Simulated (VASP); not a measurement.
# InAs (Fm-3m) in VASP: notebook

InAs is run at these levels: r2SCAN; tasks: single point.

Program: VASP 6.6.1. These are calculated values, not measurements. Logs are shortened: lines on timing, memory, paths and dates and some standing lists are left out, and cuts for length are marked.

## 1. The cell of the first run

It takes space group Fm-3m (No. 225, cubic). The conventional cell has a = 5.637 Å, b = 5.637 Å, c = 5.637 Å, α = 90.00°, β = 90.00°, γ = 90.00°. In (site symmetry m-3m) has 6 As at 2.82 Å within 3.7 Å. Within 3.7 Å of As (site symmetry m-3m) lie 6 In at 2.82 Å.

## 2. Single point, r2SCAN

The input, POSCAR:

```
InAs
1.0
    0.0000000000      2.8185670290      2.8185670290
    2.8185670290      0.0000000000      2.8185670290
    2.8185670290      2.8185670290      0.0000000000
In As
1 1
Direct
    0.5000000000      0.5000000000      0.5000000000
    0.0000000000      0.0000000000      0.0000000000
```

The input, INCAR.step1:

```
SYSTEM = InAs
PREC = Accurate ; ENCUT = 520
ISMEAR = -1 ; SIGMA = 0.05
LREAL = .FALSE. ; LASPH = .TRUE.
NELM = 100 ; NBANDS = 16
GGA = PE ; ALGO = Normal
EDIFF = 1E-4 ; LWAVE = .TRUE.
LCHARG = .FALSE.
```

The input, INCAR.step2:

```
SYSTEM = InAs
PREC = Accurate ; ENCUT = 520
EDIFF = 1E-6 ; ISMEAR = -1
SIGMA = 0.05 ; LREAL = .FALSE.
LASPH = .TRUE. ; NELM = 100
ALGO = Normal ; ISIF = 2
LWAVE = .FALSE. ; LCHARG = .TRUE.
METAGGA = R2SCAN ; LMIXTAU = .TRUE.
LELF = .TRUE. ; LVHAR = .TRUE.
NBANDS = 16 ; ISTART = 1
```

The input, KPOINTS:

```
regular mesh
0
G
  8 8 8
  0 0 0
```

Potentials or basis: VASP PAW PBE potentials, release 64 (In_d, As).

Command:

```bash
cat potpaw_PBE.64/In_d/POTCAR potpaw_PBE.64/As/POTCAR > POTCAR
cp INCAR.step1 INCAR
mpirun -np 1 vasp_std > vasp.out
cp INCAR.step2 INCAR
mpirun -np 1 vasp_std > vasp.out
```

OUTCAR:

```text
SYSTEM = InAs
   PREC = Accurate
   ENCUT = 520
   EDIFF = 1E-6
   ISMEAR = -1
   LREAL = .FALSE.
   LASPH = .TRUE.
   NELM = 100
   ISIF = 2
   METAGGA = R2SCAN
   ISTART = 1

 ion  position               nearest neighbor table
   1  0.500  0.500  0.500-   2 2.82   2 2.82   2 2.82   2 2.82   2 2.82   2 2.82
   2  0.000  0.000  0.000-   1 2.82   1 2.82   1 2.82   1 2.82   1 2.82   1 2.82

  LATTYP: Found a face centered cubic cell.
 ALAT       =     5.6371340580

  Lattice vectors:

 A1 = (   0.0000000000,   2.8185670290,   2.8185670290)
 A2 = (   2.8185670290,   0.0000000000,   2.8185670290)
 A3 = (   2.8185670290,   2.8185670290,   0.0000000000)

Analysis of symmetry for initial positions (statically):
=====================================================================
 Subroutine PRICEL returns:
 Original cell was already a primitive cell.

 Routine SETGRP: Setting up the symmetry group for a
 face centered cubic supercell.

 Subroutine GETGRP returns: Found 48 space group operations
 (whereof 48 operations were pure point group operations)
 out of a pool of 48 trial point group operations.

The static configuration has the point symmetry O_h .

Analysis of symmetry for dynamics (positions and initial velocities):
=====================================================================
 Subroutine PRICEL returns:
 Original cell was already a primitive cell.

 Routine SETGRP: Setting up the symmetry group for a
 face centered cubic supercell.

 Subroutine GETGRP returns: Found 48 space group operations
 (whereof 48 operations were pure point group operations)
 out of a pool of 48 trial point group operations.

The dynamic configuration has the point symmetry O_h .

 Subroutine INISYM returns: Found 48 space group operations
 (whereof 48 operations are pure point group operations),
 and found     1 'primitive' translations

----------------------------------------------------------------------------------------

                                     Primitive cell

  volume of cell :      44.7832

  direct lattice vectors                    reciprocal lattice vectors
     0.000000000  2.818567029  2.818567029    -0.177395107  0.177395107  0.177395107
     2.818567029  0.000000000  2.818567029     0.177395107 -0.177395107  0.177395107
     2.818567029  2.818567029  0.000000000     0.177395107  0.177395107 -0.177395107

  length of vectors
     3.986055719  3.986055719  3.986055719     0.307257339  0.307257339  0.307257339

  position of ions in fractional coordinates (direct lattice)
     0.500000000  0.500000000  0.500000000
     0.000000000  0.000000000  0.000000000

  ion indices of the primitive-cell ions
   primitive index   ion index
                 1           1
                 2           2

----------------------------------------------------------------------------------------

 KPOINTS: regular mesh

Automatic generation of k-mesh.
 Grid dimensions read from file:
 generate k-points for:    8    8    8

 Generating k-lattice:

  Cartesian coordinates                     Fractional coordinates (reciprocal lattice)
    -0.022174388  0.022174388  0.022174388     0.125000000  0.000000000  0.000000000
     0.022174388 -0.022174388  0.022174388     0.000000000  0.125000000  0.000000000
     0.022174388  0.022174388 -0.022174388     0.000000000  0.000000000  0.125000000

  Length of vectors
     0.038407167  0.038407167  0.038407167

  Shift w.r.t. Gamma in fractional coordinates (k-lattice)
     0.000000000  0.000000000  0.000000000

 Subroutine IBZKPT returns following result:
 ===========================================

 Found     29 irreducible k-points:

 Following reciprocal coordinates:
            Coordinates               Weight
  0.000000  0.000000  0.000000      1.000000
  0.125000  0.000000  0.000000      8.000000
  0.250000  0.000000  0.000000      8.000000
  0.375000  0.000000  0.000000      8.000000
  0.500000  0.000000  0.000000      4.000000
  0.125000  0.125000  0.000000      6.000000
[... 16 lines left out ...]
  0.500000  0.250000  0.125000     48.000000
 -0.375000  0.250000  0.125000     24.000000
 [... further k-points ...]
   k-points           NKPTS =     29   k-points in BZ     NKDIM =     29   number of bands    NBANDS=     16
   number of dos      NEDOS =    301   number of ions     NIONS =      2
   total plane-waves  NPLWV =  27000
   dimension x,y,z NGX =    30 NGY =   30 NGZ =   30
   dimension x,y,z NGXF=    60 NGYF=   60 NGZF=   60
   ions per type =               1   1
   NGX,Y,Z   is equivalent  to a cutoff of  12.51, 12.51, 12.51 a.u.
   NGXF,Y,Z  is equivalent  to a cutoff of  25.02, 25.02, 25.02 a.u.
 SYSTEM =  InAs
   PREC   = accura    normal or accurate (medium, high low for compatibility)
   ISTART =      1    job   : 0-new  1-cont  2-samecut
   ICHARG =      0    charge: 1-file 2-atom 10-const
   ISPIN  =      1    spin polarized calculation?
   LNONCOLLINEAR =      F non collinear calculations
   LSORBIT =      F    spin-orbit coupling
   LASPH  =      T    aspherical Exc in radial PAW
   ENCUT  =  520.0 eV  38.22 Ry    6.18 a.u.   7.41  7.41  7.41*2*pi/ulx,y,z
   NELM   =    100;   NELMIN=  2; NELMDL=  0     # of ELM steps
   EDIFF  = 0.1E-05   stopping-criterion for ELM
   LREAL  =      F    real-space projection
   EDIFFG = 0.1E-04   stopping-criterion for IOM
   NSW    =      0    number of steps for IOM
   IBRION =     -1    ionic relax: 0-MD 1-quasi-New 2-CG
   NFREE  =      0    steps in history (QN), initial steepest desc. (CG)
   ISIF   =      2    stress and relaxation
   ISYM   =      2    0-nonsym 1-usesym 2-fastsym
   POTIM  = 0.5000    time-step for ionic-motion
   TEBEG  =    0.0;   TEEND  =   0.0 temperature during run
   PSTRESS=    0.0 pullay stress
   NELECT =      18.0000    total number of electrons
   NUPDOWN=      -1.0000    fix difference up-down
   EMIN   =  10.00;   EMAX   =-10.00  energy-range for DOS
   EFERMI =   0.00;   METHOD = LEGACY
   ISMEAR =    -1;   SIGMA  =   0.05  broadening in eV -4-tet -1-fermi 0-gaus
   EFERMI_NEDOS =   21; number of points for ismear=-14 and -15
   IALGO  =     38    algorithm
   IMIX   =      4    mixing-type and parameters
     AMIX     =   0.40;   BMIX     =  1.00
     AMIX_MAG =   1.60;   BMIX_MAG =  1.00
  volume/ion in A,a.u.               =      22.39       151.11
[... 37 lines left out ...]
      3      -8.4830      2.00000
      4      -8.4830      2.00000
      5      -8.4830      2.00000
      6      -6.5453      2.00000
[... 8 lines left out ...]
     15      14.8486      0.00000
     16      14.8486      0.00000

 k-point     2 :       0.1250    0.0000    0.0000
  band No.  band energies     occupation
      1      -8.5287      2.00000
      2      -8.5287      2.00000
      3      -8.4835      2.00000
      4      -8.4748      2.00000
      5      -8.4748      2.00000
      6      -6.3551      2.00000
[... 8 lines left out ...]
     15      14.7543      0.00000
     16      14.7867      0.00000

 k-point     3 :       0.2500    0.0000    0.0000
  band No.  band energies     occupation
      1      -8.5522      2.00000
      2      -8.5522      2.00000
      3      -8.4865      2.00000
      4      -8.4514      2.00000
      5      -8.4514      2.00000
      6      -5.8116      2.00000
[... 8 lines left out ...]
     15      15.8521      0.00000
     16      15.8521      0.00000

 k-point     4 :       0.3750    0.0000    0.0000
  band No.  band energies     occupation
      1      -8.5768      2.00000
      2      -8.5767      2.00000
      3      -8.4909      2.00000
      4      -8.4266      2.00000
      5      -8.4265      2.00000
      6      -5.0577      2.00000
[... 8 lines left out ...]
     15      17.5760      0.00000
     16      17.5760      0.00000

 k-point     5 :       0.5000    0.0000    0.0000
  band No.  band energies     occupation
      1      -8.5870      2.00000
      2      -8.5870      2.00000
      3      -8.4931      2.00000
      4      -8.4161      2.00000
      5      -8.4161      2.00000
      6      -4.6090      2.00000
[... 8 lines left out ...]
     15      19.1064      0.00000
     16      19.1064      0.00000

 k-point     6 :       0.1250    0.1250    0.0000
  band No.  band energies     occupation
      1      -8.5522      2.00000
      2      -8.5145      2.00000
      3      -8.4896      2.00000
      4      -8.4703      2.00000
      5      -8.4702      2.00000
      6      -6.2827      2.00000
[... 8 lines left out ...]
     15      16.1988      0.00000
     16      16.1988      0.00000

 k-point     7 :       0.2500    0.1250    0.0000
  band No.  band energies     occupation
      1      -8.5912      2.00000
      2      -8.5225      2.00000
      3      -8.4919      2.00000
      4      -8.4564      2.00000
      5      -8.4486      2.00000
      6      -5.8354      2.00000
[... 8 lines left out ...]
     15      16.6476      0.00000
     16      16.8592      0.00000

 k-point     8 :       0.3750    0.1250    0.0000
  band No.  band energies     occupation
      1      -8.6220      2.00000
      2      -8.5473      2.00000
      3      -8.4888      2.00000
      4      -8.4418      2.00000
      5      -8.4233      2.00000
      6      -5.1148      2.00000
[... 8 lines left out ...]
     15      17.9185      0.00000
     16      18.3558      0.00000

 k-point     9 :       0.5000    0.1250    0.0000
  band No.  band energies     occupation
      1      -8.6293      2.00000
      2      -8.5705      2.00000
      3      -8.4855      2.00000
      4      -8.4301      2.00000
      5      -8.4130      2.00000
      6      -4.4791      2.00000
[... 8 lines left out ...]
     15      19.2425      0.00000
     16      19.4361      0.00000
[... 172 lines left out ...]
 k-point    19 :       0.5000    0.3750    0.0000
  band No.  band energies     occupation
      1      -8.8368      2.00000
      2      -8.5172      2.00000
      3      -8.4937      2.00000
      4      -8.3985      2.00000
      5      -8.3923      2.00000
      6      -3.7056      2.00000
[... 8 lines left out ...]
     15      20.5468      0.00000
     16      21.1774      0.00000

 k-point    20 :      -0.3750    0.3750    0.0000
  band No.  band energies     occupation
      1      -8.7904      2.00000
      2      -8.5213      2.00000
      3      -8.4949      2.00000
      4      -8.4173      2.00000
      5      -8.3987      2.00000
      6      -3.5997      2.00000
[... 8 lines left out ...]
     15      18.6037      0.00000
     16      20.7403      0.00000

 k-point    21 :       0.5000    0.5000    0.0000
  band No.  band energies     occupation
      1      -8.8771      2.00000
      2      -8.5278      2.00000
      3      -8.4795      2.00000
      4      -8.3858      2.00000
      5      -8.3858      2.00000
      6      -3.4882      2.00000
[... 8 lines left out ...]
     15      20.3683      0.00000
     16      21.8563      0.00000

 k-point    22 :       0.3750    0.2500    0.1250
  band No.  band energies     occupation
      1      -8.6416      2.00000
      2      -8.5296      2.00000
      3      -8.4927      2.00000
      4      -8.4380      2.00000
      5      -8.4361      2.00000
      6      -5.2752      2.00000
[... 8 lines left out ...]
     15      17.8651      0.00000
     16      18.9605      0.00000

 k-point    23 :       0.5000    0.2500    0.1250
  band No.  band energies     occupation
      1      -8.6756      2.00000
      2      -8.5493      2.00000
      3      -8.4819      2.00000
      4      -8.4376      2.00000
      5      -8.4166      2.00000
      6      -4.5290      2.00000
[... 8 lines left out ...]
     15      18.3935      0.00000
     16      19.4248      0.00000

 k-point    24 :      -0.3750    0.2500    0.1250
  band No.  band energies     occupation
      1      -8.6869      2.00000
      2      -8.5593      2.00000
      3      -8.4722      2.00000
      4      -8.4435      2.00000
      5      -8.4078      2.00000
      6      -4.1034      2.00000
[... 8 lines left out ...]
     15      17.0071      0.00000
     16      20.3097      0.00000

 [... further k-points ...]

------------------------ aborting loop because EDIFF is reached ----------------------------------------

  FORCE on cell =-STRESS in cart. coord.  units (eV):
  Direction    XX          YY          ZZ          XY          YZ          ZX
  --------------------------------------------------------------------------------------
  -------------------------------------------------------------------------------------
  Total        0.5396251      0.5396251      0.5396251      0.0000000      0.0000000      0.0000000
  in kB       19.3057937     19.3057937     19.3057937      0.0000000      0.0000000      0.0000000
  external PRESSURE =      19.3057937 kB  Pullay stress =       0.0000000 kB

 VOLUME and BASIS-vectors are now :
 -----------------------------------------------------------------------------
  energy-cutoff  :      520.00
  volume of cell :       44.78
      direct lattice vectors                 reciprocal lattice vectors
     0.000000000  2.818567029  2.818567029    -0.177395107  0.177395107  0.177395107
     2.818567029  0.000000000  2.818567029     0.177395107 -0.177395107  0.177395107
     2.818567029  2.818567029  0.000000000     0.177395107  0.177395107 -0.177395107

 POSITION                                       TOTAL-FORCE (eV/Angst)
 -----------------------------------------------------------------------------------
      2.81857      2.81857      2.81857         0.000000     -0.000000     -0.000000
      0.00000      0.00000      0.00000        -0.000000      0.000000      0.000000
 -----------------------------------------------------------------------------------
    total drift:                                0.000000      0.000000      0.000000

  FREE ENERGIE OF THE ION-ELECTRON SYSTEM (eV)
  ---------------------------------------------------
  free  energy   TOTEN  =       -37.5670487909 eV

  energy  without entropy=      -37.5548449653  energy(sigma->0) =      -37.56094688
```

Run time: 92 s. Hardware: 1 thread of AMD EPYC 7R13 (Zen 3), shared host; peak memory 0.15 GiB.

Results:

* Free energy: -37.5670 eV
* Pressure: 1.9 GPa
* Band gap on the k mesh: zero (bands 9 and 10 overlap by 2.88 eV)

Caveat: the PAW data sets were made with another functional, which shifts forces and pressure a little; spin-orbit coupling is left out, which moves the levels of the heavy elements.

## 3. Single point, r2SCAN

This run uses another cell than the first one, of 22.87 Å³/atom.

The input, POSCAR:

```
InAs
1.0
    0.0000000000      2.8384167465      2.8384167465
    2.8384167465      0.0000000000      2.8384167465
    2.8384167465      2.8384167465      0.0000000000
In As
1 1
Direct
    0.5000000000      0.5000000000      0.5000000000
    0.0000000000      0.0000000000      0.0000000000
```

The input, INCAR.step1:

```
PREC = Accurate ; ENCUT = 520
ISMEAR = -1 ; SIGMA = 0.05
LREAL = False ; LASPH = True
NELM = 100 ; NBANDS = 16
GGA = PE ; ALGO = Normal
EDIFF = 1E-4 ; LWAVE = True
LCHARG = False
```

The input, INCAR.step2:

```
PREC = Accurate ; ENCUT = 520
EDIFF = 1E-6 ; ISMEAR = -1
SIGMA = 0.05 ; LREAL = False
LASPH = True ; NELM = 100
ALGO = Normal ; ISIF = 2
LWAVE = False ; LCHARG = False
METAGGA = R2SCAN ; LMIXTAU = True
NBANDS = 16 ; ISTART = 1
```

The input, KPOINTS:

```
regular mesh
0
Gamma
  8 8 8
```

Potentials or basis: VASP PAW PBE potentials, release 64 (In_d, As).

Command:

```bash
cat potpaw_PBE.64/In_d/POTCAR potpaw_PBE.64/As/POTCAR > POTCAR
cp INCAR.step1 INCAR
mpirun -np 1 vasp_std > vasp.out
cp INCAR.step2 INCAR
mpirun -np 1 vasp_std > vasp.out
```

Wall time 73 s (1 thread of AMD EPYC 7R13 (Zen 3), shared host); peak memory 0.15 GiB.

Results (log left out):

| Quantity | Value |
| --- | --- |
| Free energy | -37.5740 eV |
| Pressure | 0.3 GPa |
| Band gap on the k mesh | zero (bands 9 and 10 overlap by 2.80 eV) |

Levels at points of the mesh, in eV from the Fermi level:
```csv
k point,band 7,band 8,band 9,band 10,band 11,band 12
"(0.00, 0.00, 0.00)",-0.34,-0.34,-0.34,0.01,7.60,7.60
"(0.50, 0.00, 0.00)",-6.96,0.09,0.09,2.56,3.51,3.51
"(0.50, 0.50, 0.00)",-5.16,-2.83,-2.53,-2.53,4.14,10.14
```

Caveat: the PAW data sets were made with another functional, which shifts forces and pressure a little; spin-orbit coupling is left out, which moves the levels of the heavy elements.

## 4. Single point, r2SCAN

This run uses another cell than the first one, of 23.34 Å³/atom.

The input, POSCAR:

```
InAs
1.0
    0.0000000000      2.8579926530      2.8579926530
    2.8579926530      0.0000000000      2.8579926530
    2.8579926530      2.8579926530      0.0000000000
In As
1 1
Direct
    0.5000000000      0.5000000000      0.5000000000
    0.0000000000      0.0000000000      0.0000000000
```

The input, INCAR.step1:

```
SYSTEM = InAs
ALGO = Normal
EDIFF = 1E-4
ENCUT = 520
GGA = PE
ISMEAR = -1
LASPH = .True.
LCHARG = .False.
LREAL = .False.
LWAVE = .True.
NBANDS = 16
NELM = 80
PREC = Accurate
SIGMA = 0.05
```

The input, INCAR.step2:

```
SYSTEM = InAs
ALGO = Normal
EDIFF = 1E-7
ENCUT = 520
ISIF = 2
ISMEAR = -1
ISTART = 1
LASPH = .True.
LCHARG = .False.
LMIXTAU = .True.
LREAL = .False.
LWAVE = .False.
METAGGA = R2SCAN
NBANDS = 16
NELM = 80
PREC = Accurate
SIGMA = 0.05
```

The input, KPOINTS:

```
k-points
0
Gamma
  8 8 8
  0 0 0
```

Command:

```bash
cat potpaw_PBE.64/In_d/POTCAR potpaw_PBE.64/As/POTCAR > POTCAR
cp INCAR.step1 INCAR
mpirun -np 1 vasp_std > vasp.out
cp INCAR.step2 INCAR
mpirun -np 1 vasp_std > vasp.out
```

Wall time 95 s (1 thread of AMD EPYC 7R13 (Zen 3), shared host); peak memory 0.15 GiB.

It converged, with:

* Free energy: -37.5722 eV
* Pressure: -1.0 GPa
* Band gap on the k mesh: zero (bands 9 and 10 overlap by 2.72 eV)

Levels at points of the mesh, in eV from the Fermi level:
| k point | band 5 | band 6 | band 7 | band 8 | band 9 | band 10 | band 11 | band 12 | band 13 | band 14 |
| --- | --- | --- | --- | --- | --- | --- | --- | --- | --- | --- |
| (0.00, 0.00, 0.00) | -14.95 | -12.77 | -0.32 | -0.32 | -0.32 | -0.14 | 7.59 | 7.59 | 7.59 | 8.09 |
| (0.50, 0.00, 0.00) | -14.89 | -10.97 | -6.84 | 0.10 | 0.10 | 2.55 | 3.51 | 3.51 | 4.91 | 11.52 |
| (0.50, 0.50, 0.00) | -14.87 | -9.98 | -5.02 | -2.84 | -2.45 | -2.45 | 4.19 | 9.97 | 9.97 | 10.95 |

Caveat: the PAW data sets were made with another functional, which shifts forces and pressure a little; spin-orbit coupling is left out, which moves the levels of the heavy elements.

## 5. The runs side by side

| cell | gap on the mesh (eV) | pressure (GPa) |
| --- | --- | --- |
| a = 3.986 Å, angles 60.0°, 2 atoms | none | 1.9 |
| a = 4.014 Å, angles 60.0°, 2 atoms | none | 0.3 |
| a = 4.042 Å, angles 60.0°, 2 atoms | none | -1.0 |

Alike in all rows: task single point; level r2SCAN; potentials or basis VASP PAW PBE potentials, release 64 (In_d, As); no spin polarisation; k mesh 8 × 8 × 8; cutoff (eV) 520; smearing fermi-dirac 0.05 eV.

Caveats: the PAW data sets were made with another functional, which shifts forces and pressure a little; spin-orbit coupling is left out, which moves the levels of the heavy elements.

Total energies depend on the potentials used, so only differences within one code and one set of settings carry meaning.
